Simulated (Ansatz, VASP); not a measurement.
# ZrSi2: VASP beside Ansatz

```xyz
6
Lattice="1.8530 -7.3675 0.0000 1.8530 7.3675 0.0000 0.0000 0.0000 3.6720" Properties=species:S:1:pos:R:3 pbc="T T T"
Zr    1.8530   -5.8144    0.9180
Zr    1.8530    5.8144    2.7540
Si    1.8530   -0.7692    0.9180
Si    1.8530    0.7692    2.7540
Si    1.8530    3.6896    0.9180
Si    1.8530   -3.6896    2.7540
```

Alike in both runs: task single point; functional PBE; k mesh 6 × 6 × 6; occupations gaussian, width 0.1 eV; collinear spin.

```csv
,VASP,Ansatz
version,VASP 6.6.1,Ansatz 0.2.0
potentials or method,"VASP PAW PBE potentials, release 64 (Zr_sv, Si), cutoff 520 eV","scalar-relativistic, plane waves, PAW"
valence electrons in the cell,40,40
```

|  | VASP | Ansatz | Ansatz less VASP |
| --- | --- | --- | --- |
| gap on the k mesh at the Fermi level (eV) | none | none | - |
| pressure (GPa) | 1.0 | 1.0 | -0.02 |
| traceless stress, the component that is largest in VASP (GPa) | 0.28 | 0.28 | -0.004 |
| rms of the force components (eV/Å) | 0.075 | 0.079 | +0.0036 |
| net moment per atom (μB) | 0.00 | 0.00 | 0.000 |

Atom by atom the forces differ by 0.004 eV/Å (rms over components). A gap of «none» marks a metal or a gap that the smearing closes. With one functional, cell and mesh, what is left measures potentials, basis and numerics. Ansatz's warnings: seeded moment not kept.
